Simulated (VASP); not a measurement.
# TiO2 (P4_2/mnm) in VASP: single point with r2SCAN

Aim: the single point of TiO2 with r2SCAN.

Program: VASP 6.6.1. These are calculated values, not measurements. Logs are shortened: lines on timing, memory, paths and dates and some standing lists are left out, and cuts for length are marked.

### 1 The cell of the first run

The structure is tetragonal, space group P4_2/mnm (No. 136). The conventional cell has a = 4.598 Å, b = 4.598 Å, c = 2.954 Å, α = 90.00°, β = 90.00°, γ = 90.00°. Within 2.6 Å of Ti (site symmetry mmm) lie 6 O at 1.95 to 1.98 Å. O (site symmetry m2m) has 3 Ti at 1.95 to 1.98 Å and 1 O at 2.54 Å within 2.6 Å.

### 2 Single point, r2SCAN

File POSCAR:

```
TiO2
1.0
    4.5975577434      0.0000000000      0.0000000000
    0.0000000000      4.5975577434      0.0000000000
    0.0000000000      0.0000000000      2.9541347801
Ti O
2 4
Direct
    0.0000000000      0.0000000000      0.0000000000
    0.5000000000      0.5000000000      0.5000000000
    0.3046305648      0.3046305648      0.0000000000
    0.1953694352      0.8046305648      0.5000000000
    0.6953694352      0.6953694352      0.0000000000
    0.8046305648      0.1953694352      0.5000000000
```

File INCAR.step1:

```
SYSTEM = TiO2
PREC = Accurate
ENCUT = 520
ISMEAR = 0
SIGMA = 0.02
LREAL = .False.
LASPH = .True.
NELM = 80
NBANDS = 33
GGA = PE
ALGO = Normal
EDIFF = 1E-4
LWAVE = .True.
LCHARG = .False.
```

File INCAR.step2:

```
SYSTEM = TiO2
PREC = Accurate
ENCUT = 520
EDIFF = 1E-7
ISMEAR = 0
SIGMA = 0.02
LREAL = .False.
LASPH = .True.
NELM = 80
ALGO = Normal
ISIF = 2
LWAVE = .False.
LCHARG = .False.
METAGGA = R2SCAN
LMIXTAU = .True.
NBANDS = 33
ISTART = 1
```

File KPOINTS:

```
regular mesh
0
Gamma
  6 6 10
  0 0 0
```

Potentials or basis: VASP PAW PBE potentials, release 64 (Ti_sv, O).

The run is started by

```sh
$ cat potpaw_PBE.64/Ti_sv/POTCAR potpaw_PBE.64/O/POTCAR > POTCAR
$ cp INCAR.step1 INCAR
$ mpirun -np 1 vasp_std > vasp.out
$ cp INCAR.step2 INCAR
$ mpirun -np 1 vasp_std > vasp.out
```

OUTCAR:

```text
SYSTEM = TiO2
   PREC = Accurate
   ENCUT = 520
   EDIFF = 1E-7
   ISMEAR = 0
   LREAL = .False.
   LASPH = .True.
   NELM = 80
   ISIF = 2
   METAGGA = R2SCAN
   ISTART = 1

 ion  position               nearest neighbor table
   1  0.000  0.000  0.000-   4 1.95   6 1.95   4 1.95   6 1.95   5 1.98   3 1.98
   2  0.500  0.500  0.500-   3 1.95   5 1.95   3 1.95   5 1.95   4 1.98   6 1.98
   3  0.305  0.305  0.000-   2 1.95   2 1.95   1 1.98
   4  0.195  0.805  0.500-   1 1.95   1 1.95   2 1.98
   5  0.695  0.695  0.000-   2 1.95   2 1.95   1 1.98
   6  0.805  0.195  0.500-   1 1.95   1 1.95   2 1.98

  LATTYP: Found a simple tetragonal cell.
 ALAT       =     4.5975577434
 C/A-ratio  =     0.6425443562

  Lattice vectors:

 A1 = (   4.5975577434,   0.0000000000,   0.0000000000)
 A2 = (   0.0000000000,   4.5975577434,   0.0000000000)
 A3 = (   0.0000000000,   0.0000000000,   2.9541347801)

Analysis of symmetry for initial positions (statically):
=====================================================================
 Subroutine PRICEL returns:
 Original cell was already a primitive cell.

 Routine SETGRP: Setting up the symmetry group for a
 simple tetragonal supercell.

 Subroutine GETGRP returns: Found 16 space group operations
 (whereof  8 operations were pure point group operations)
 out of a pool of 16 trial point group operations.

The static configuration has the point symmetry D_2h.
 The point group associated with its full space group is D_4h.

Analysis of symmetry for dynamics (positions and initial velocities):
=====================================================================
 Subroutine PRICEL returns:
 Original cell was already a primitive cell.

 Routine SETGRP: Setting up the symmetry group for a
 simple tetragonal supercell.

 Subroutine GETGRP returns: Found 16 space group operations
 (whereof  8 operations were pure point group operations)
 out of a pool of 16 trial point group operations.

The dynamic configuration has the point symmetry D_2h.
 The point group associated with its full space group is D_4h.

 Subroutine INISYM returns: Found 16 space group operations
 (whereof  8 operations are pure point group operations),
 and found     1 'primitive' translations

----------------------------------------------------------------------------------------

                                     Primitive cell

  volume of cell :      62.4431

  direct lattice vectors                    reciprocal lattice vectors
     4.597557743  0.000000000  0.000000000     0.217506784  0.000000000  0.000000000
     0.000000000  4.597557743  0.000000000     0.000000000  0.217506784  0.000000000
     0.000000000  0.000000000  2.954134780     0.000000000  0.000000000  0.338508590

  length of vectors
     4.597557743  4.597557743  2.954134780     0.217506784  0.217506784  0.338508590

  position of ions in fractional coordinates (direct lattice)
     0.000000000  0.000000000  0.000000000
     0.500000000  0.500000000  0.500000000
     0.304630565  0.304630565  0.000000000
     0.195369435  0.804630565  0.500000000
     0.695369435  0.695369435  0.000000000
     0.804630565  0.195369435  0.500000000

  ion indices of the primitive-cell ions
   primitive index   ion index
                 1           1
                 2           2
                 3           3
                 4           4
                 5           5
                 6           6

----------------------------------------------------------------------------------------

 KPOINTS: regular mesh

Automatic generation of k-mesh.
 Grid dimensions read from file:
 generate k-points for:    6    6   10

 Generating k-lattice:

  Cartesian coordinates                     Fractional coordinates (reciprocal lattice)
     0.036251131  0.000000000  0.000000000     0.166666667  0.000000000  0.000000000
     0.000000000  0.036251131  0.000000000     0.000000000  0.166666667  0.000000000
     0.000000000  0.000000000  0.033850859     0.000000000  0.000000000  0.100000000

  Length of vectors
     0.036251131  0.036251131  0.033850859

  Shift w.r.t. Gamma in fractional coordinates (k-lattice)
     0.000000000  0.000000000  0.000000000

 Subroutine IBZKPT returns following result:
 ===========================================

 Found     60 irreducible k-points:

 Following reciprocal coordinates:
            Coordinates               Weight
  0.000000  0.000000  0.000000      1.000000
  0.166667  0.000000  0.000000      4.000000
  0.333333  0.000000  0.000000      4.000000
  0.500000  0.000000  0.000000      2.000000
  0.166667  0.166667  0.000000      4.000000
  0.333333  0.166667  0.000000      8.000000
[... 16 lines left out ...]
  0.333333  0.000000  0.200000      8.000000
  0.500000  0.000000  0.200000      4.000000
 [... further k-points ...]
   k-points           NKPTS =     60   k-points in BZ     NKDIM =     60   number of bands    NBANDS=     33
   number of dos      NEDOS =    301   number of ions     NIONS =      6
   total plane-waves  NPLWV =  31104
   dimension x,y,z NGX =    36 NGY =   36 NGZ =   24
   dimension x,y,z NGXF=    72 NGYF=   72 NGZF=   48
   ions per type =               2   4
   NGX,Y,Z   is equivalent  to a cutoff of  13.02, 13.02, 13.51 a.u.
   NGXF,Y,Z  is equivalent  to a cutoff of  26.03, 26.03, 27.01 a.u.
 SYSTEM =  TiO2
   PREC   = accura    normal or accurate (medium, high low for compatibility)
   ISTART =      1    job   : 0-new  1-cont  2-samecut
   ICHARG =      0    charge: 1-file 2-atom 10-const
   ISPIN  =      1    spin polarized calculation?
   LNONCOLLINEAR =      F non collinear calculations
   LSORBIT =      F    spin-orbit coupling
   LASPH  =      T    aspherical Exc in radial PAW
   ENCUT  =  520.0 eV  38.22 Ry    6.18 a.u.   8.55  8.55  5.49*2*pi/ulx,y,z
   NELM   =     80;   NELMIN=  2; NELMDL=  0     # of ELM steps
   EDIFF  = 0.1E-06   stopping-criterion for ELM
   LREAL  =      F    real-space projection
   EDIFFG = 0.1E-05   stopping-criterion for IOM
   NSW    =      0    number of steps for IOM
   IBRION =     -1    ionic relax: 0-MD 1-quasi-New 2-CG
   NFREE  =      0    steps in history (QN), initial steepest desc. (CG)
   ISIF   =      2    stress and relaxation
   ISYM   =      2    0-nonsym 1-usesym 2-fastsym
   POTIM  = 0.5000    time-step for ionic-motion
   TEBEG  =    0.0;   TEEND  =   0.0 temperature during run
   PSTRESS=    0.0 pullay stress
   NELECT =      48.0000    total number of electrons
   NUPDOWN=      -1.0000    fix difference up-down
   EMIN   =  10.00;   EMAX   =-10.00  energy-range for DOS
   EFERMI =   0.00;   METHOD = LEGACY
   ISMEAR =     0;   SIGMA  =   0.02  broadening in eV -4-tet -1-fermi 0-gaus
   EFERMI_NEDOS =   21; number of points for ismear=-14 and -15
   IALGO  =     38    algorithm
   IMIX   =      4    mixing-type and parameters
     AMIX     =   0.40;   BMIX     =  1.00
     AMIX_MAG =   1.60;   BMIX_MAG =  1.00
  volume/ion in A,a.u.               =      10.41        70.23
  Fermi-wavevector in a.u.,A,eV,Ry     =   1.499663  2.833952 30.599355  2.248989
  Thomas-Fermi vector in A             =   2.611264
   LORBIT       =      0    0 simple, 1 ext, 2 COOP (PROOUT), +10 PAW based schemes
   METAGGA = R2SCAN    functional components
   LHFCALC =     F    Hartree Fock is set to
   AEXX    =    0.0000 exact exchange contribution
   IVDW    =     0    specifies the selected vdW correction
   LEPSILON=     F    determine dielectric tensor
   LRPA    =     F    only Hartree local field effects (RPA)
 non-spin polarized calculation
 Gauss-broadening in eV      SIGMA  =   0.02
  energy-cutoff  :      520.00
  volume of cell :       62.44
 maximum number of plane-waves:      1720
 NGX is ok and might be reduce to    36
   NGX = 17   NGY = 17   NGZ = 11

 number of electron      48.0000021 magnetization

 Free energy of the ion-electron system (eV)
  ---------------------------------------------------
  ext. energy  EPLUGINS =         0.00000000
  ---------------------------------------------------
  free energy    TOTEN  =       -69.79450815 eV

  energy without entropy =      -69.79450815  energy(sigma->0) =      -69.79450815

 E-fermi :   4.6926     XC(G=0): -12.1538

 val. band max:        4.5385173706   @ k =   0.0000   0.0000   0.0000
 cond. band min:       6.7663755728   @ k =   0.0000   0.0000   0.0000
 fundamental gap:      2.2278582022
 Fermi energy:         4.6925525946

 k-point     1 :       0.0000    0.0000    0.0000
  band No.  band energies     occupation
      1     -54.6056      2.00000
      2     -54.5878      2.00000
      3     -29.8718      2.00000
      4     -29.8718      2.00000
      5     -29.6938      2.00000
      6     -29.6938      2.00000
[... 25 lines left out ...]
     32      11.5207      0.00000
     33      11.5207      0.00000

 k-point     2 :       0.1667    0.0000    0.0000
  band No.  band energies     occupation
      1     -54.6045      2.00000
      2     -54.5890      2.00000
      3     -29.8623      2.00000
      4     -29.8615      2.00000
      5     -29.7053      2.00000
      6     -29.7044      2.00000
[... 25 lines left out ...]
     32      11.4224      0.00000
     33      11.4430      0.00000

 k-point     3 :       0.3333    0.0000    0.0000
  band No.  band energies     occupation
      1     -54.6012      2.00000
      2     -54.5923      2.00000
      3     -29.8371      2.00000
      4     -29.8350      2.00000
      5     -29.7340      2.00000
      6     -29.7317      2.00000
[... 25 lines left out ...]
     32      11.2247      0.00000
     33      11.2644      0.00000

 k-point     4 :       0.5000    0.0000    0.0000
  band No.  band energies     occupation
      1     -54.5967      2.00000
      2     -54.5967      2.00000
      3     -29.8152      2.00000
      4     -29.8152      2.00000
      5     -29.7548      2.00000
      6     -29.7548      2.00000
[... 673 lines left out ...]
     32      10.8062      0.00000
     33      11.0087      0.00000

 k-point    23 :       0.3333    0.0000    0.2000
  band No.  band energies     occupation
      1     -54.5861      2.00000
      2     -54.5789      2.00000
      3     -29.8374      2.00000
      4     -29.8166      2.00000
      5     -29.7914      2.00000
      6     -29.7768      2.00000
[... 25 lines left out ...]
     32      10.3993      0.00000
     33      11.0160      0.00000

 k-point    24 :       0.5000    0.0000    0.2000
  band No.  band energies     occupation
      1     -54.5825      2.00000
      2     -54.5825      2.00000
      3     -29.8289      2.00000
      4     -29.8289      2.00000
      5     -29.7720      2.00000
      6     -29.7720      2.00000
[... 25 lines left out ...]
     32      10.1977      0.00000
     33      11.4220      0.00000

 [... further k-points ...]

------------------------ aborting loop because EDIFF is reached ----------------------------------------

  FORCE on cell =-STRESS in cart. coord.  units (eV):
  Direction    XX          YY          ZZ          XY          YZ          ZX
  --------------------------------------------------------------------------------------
  -------------------------------------------------------------------------------------
  Total        0.3550337      0.3550337      0.6167240      0.0000000      0.0000000      0.0000000
  in kB        9.1095203      9.1095203     15.8240172      0.0000000      0.0000000      0.0000000
  external PRESSURE =      11.3476859 kB  Pullay stress =       0.0000000 kB

 VOLUME and BASIS-vectors are now :
 -----------------------------------------------------------------------------
  energy-cutoff  :      520.00
  volume of cell :       62.44
      direct lattice vectors                 reciprocal lattice vectors
     4.597557743  0.000000000  0.000000000     0.217506784  0.000000000  0.000000000
     0.000000000  4.597557743  0.000000000     0.000000000  0.217506784  0.000000000
     0.000000000  0.000000000  2.954134780     0.000000000  0.000000000  0.338508590

 POSITION                                       TOTAL-FORCE (eV/Angst)
 -----------------------------------------------------------------------------------
      0.00000      0.00000      0.00000        -0.000000      0.000000     -0.000000
      2.29878      2.29878      1.47707        -0.000000      0.000000     -0.000000
      1.40056      1.40056      0.00000        -0.023758     -0.023758      0.000000
      0.89822      3.69934      1.47707         0.023758     -0.023758      0.000000
      3.19700      3.19700      0.00000         0.023758      0.023758     -0.000000
      3.69934      0.89822      1.47707        -0.023758      0.023758     -0.000000
 -----------------------------------------------------------------------------------
    total drift:                               -0.000000      0.000000      0.000000

  FREE ENERGIE OF THE ION-ELECTRON SYSTEM (eV)
  ---------------------------------------------------
  free  energy   TOTEN  =       -69.7945081525 eV

  energy  without entropy=      -69.7945081525  energy(sigma->0) =      -69.79450815
```

It took 4.6 min on 1 thread of Intel Xeon Platinum 8488C (Sapphire Rapids), shared host; peak memory 0.24 GiB.

Results:

| Quantity | Value |
| --- | --- |
| Free energy | -69.7945 eV |
| Pressure | 1.1 GPa |
| Largest force | 0.034 eV/Å |
| Band gap on the k mesh | 2.23 eV |

Forces on the atoms (eV/Å):
```
Ti   0.000  0.000  0.000
Ti   0.000  0.000  0.000
O   -0.024 -0.024  0.000
O    0.024 -0.024  0.000
O    0.024  0.024  0.000
O   -0.024  0.024  0.000
```

Caveat: the PAW data sets were made with another functional, which shifts forces and pressure a little. A k mesh can miss the band edges.
